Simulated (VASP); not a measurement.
Wanted: the native input for a VASP 6.6.1 run.

```
Task                   : single point
Functional             : PBE
Dispersion             : D4
Potentials or basis    : VASP PAW PBE potentials, release 64 (Cd, Se)
Cutoff                 : 520 eV
k mesh                 : 8 × 8 × 8
Occupations            : fermi-dirac, width 0.05 eV
Spin                   : no spin polarisation
Dipole correction      : no
Further INCAR settings : ALGO = Normal; EDIFF = 1e-07; NBANDS = 16
```

The structure of CdSe lies in POSCAR:

```
CdSe
1.0
    0.0000000000      2.8291985857      2.8291985857
    2.8291985857      0.0000000000      2.8291985857
    2.8291985857      2.8291985857      0.0000000000
Cd Se
1 1
Direct
    0.0000000000      0.0000000000      0.0000000000
    0.5000000000      0.5000000000      0.5000000000
```

The input as run:

INCAR

```
ALGO = Normal
EDIFF = 1E-7
ENCUT = 520
GGA = PE
ISIF = 2
ISMEAR = -1
IVDW = 13
LASPH = True
LCHARG = False
LREAL = False
LWAVE = False
NBANDS = 16
NELM = 100
PREC = Accurate
SIGMA = 0.05
```

KPOINTS

```
k-points
0
Gamma
  8 8 8
```

Potentials or basis: VASP PAW PBE potentials, release 64 (Cd, Se).

Command:

```console
$ cat potpaw_PBE.64/Cd/POTCAR potpaw_PBE.64/Se/POTCAR > POTCAR
$ mpirun -np 1 vasp_std > vasp.out
```

Results of the run:

```json
{
 "Pressure": "0.4 GPa",
 "Band gap on the k mesh": "zero (band 9 reaches 2.68 eV, above the bottom of band 10 at 2.23 eV)",
 "Dispersion energy per atom": "-0.408 eV"
}
```

Caveat: pairwise dispersion overbinds metals, which lowers pressure and volume.

Wall time 25 s on 1 thread of AMD EPYC 7R13 Processor (Zen 3) (shared host), peak memory 0.14 GiB.
